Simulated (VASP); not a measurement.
**TiO2: single point with r2SCAN+rVV10**

The system is TiO2.

```
Ti O
1.0
     2.86264    0.00000    0.00000
    -1.43132    2.47912    0.00000
     0.00000    0.00000    9.46213
Ti O
2 4
Cartesian
  1.4313 0.8264 2.3659
  0.0000 1.6527 7.0962
  0.0000 1.6527 3.4807
  1.4313 0.8264 8.2110
  0.0000 1.6527 1.2511
  1.4313 0.8264 5.9814
```

```yaml
Program: VASP 6.6.1
Task: single point
Functional: r2SCAN
Dispersion: rVV10
Potentials_or_basis: VASP PAW PBE potentials, release 64 (Ti_sv, O)
Cutoff: 520 eV
k_mesh: 12 × 12 × 2
Occupations: fermi-dirac, width 0.03 eV
Spin: no spin polarisation
Dipole_correction: no
Further_INCAR_settings: ALGO = Normal; EDIFF = 1e-07; NBANDS = 33
```

```json
{"Pressure": "1.4 GPa", "Largest force": "0.111 eV/Å", "Band gap on the k mesh": "0.86 eV (least direct gap 1.56 eV)"}
```

Forces in eV/Å, atoms in the order of the input:
```
Ti   0.000  0.000  0.000
Ti   0.000  0.000  0.000
O    0.000  0.000  0.110
O    0.000  0.000  0.111
O    0.000  0.000 -0.111
O    0.000  0.000 -0.110
```

Stress tensor (GPa, compression positive):
```
1.65 0.00 0.00
0.00 1.65 0.00
0.00 0.00 0.91
```

Levels at points of the mesh, in eV from the valence-band top:
| k point | band 21 | band 22 | band 23 | band 24 | band 25 | band 26 | band 27 | band 28 |
| --- | --- | --- | --- | --- | --- | --- | --- | --- |
| (0.00, 0.00, 0.00) | -2.34 | -2.34 | -1.80 | 0.00 | 2.82 | 3.05 | 3.91 | 3.91 |
| (0.50, 0.00, 0.00) | -2.47 | -2.30 | -0.91 | -0.90 | 1.23 | 1.53 | 3.65 | 3.65 |
| (0.00, 0.00, 0.50) | -2.38 | -2.38 | -0.85 | -0.84 | 2.97 | 2.97 | 3.92 | 3.92 |
| (0.50, 0.00, 0.50) | -2.38 | -2.38 | -0.91 | -0.91 | 1.39 | 1.39 | 3.65 | 3.65 |

Run time: 4.2 min on 1 thread of Intel(R) Xeon(R) 6975P-C (Granite Rapids), with other jobs on the host, peak memory 0.39 GiB.

Caveat: the PAW data sets were made with another functional, which shifts forces and pressure a little. A k mesh can miss the band edges.
